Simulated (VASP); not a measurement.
NaLu, 4 atoms in the cell. It takes space group P4/mmm (No. 123, tetragonal). The conventional cell has a = 3.137 Å, b = 3.137 Å, c = 5.632 Å, α = 90.00°, β = 90.00°, γ = 90.00°. Within 4.1 Å of Na (site symmetry 4/mmm) lie 4 Na at 3.14 Å and 8 Lu at 3.58 Å. Lu (site symmetry 4/mmm) has 4 Lu at 3.14 Å and 8 Na at 3.58 Å within 4.1 Å. 

```yaml
Program: VASP 6.6.1
Task: relaxation of cell and atoms
Functional: LDA
Potentials_or_basis: VASP PAW PBE potentials, release 64 (Na_pv, Lu)
Cutoff: 600 eV
k_mesh: 4 × 5 × 5
Occupations: fermi-dirac, width 0.1 eV
Spin: no spin polarisation
Dipole_correction: no
Further_INCAR_settings: ALGO = Normal; EDIFF = 1e-06; IBRION = 2; EDIFFG = -0.02; NSW = 60; ISIF = 3
```

Potentials or basis: VASP PAW PBE potentials, release 64 (Na_pv, Lu).

The run is started by

```sh
$ cat potpaw_PBE.64/Na_pv/POTCAR potpaw_PBE.64/Lu/POTCAR > POTCAR
$ mpirun -np 1 vasp_std > vasp.out
```

Hardware: 1 thread of Intel(R) Xeon(R) 6975P-C (Granite Rapids), with other jobs on the host.

Problem. How long does it take, and how much memory?

Solution. Run time: 3.8 min on 1 thread of Intel(R) Xeon(R) 6975P-C (Granite Rapids) (shared host), peak memory 0.24 GiB. Counts: scf iterations 78, k points 18, ion steps 9.
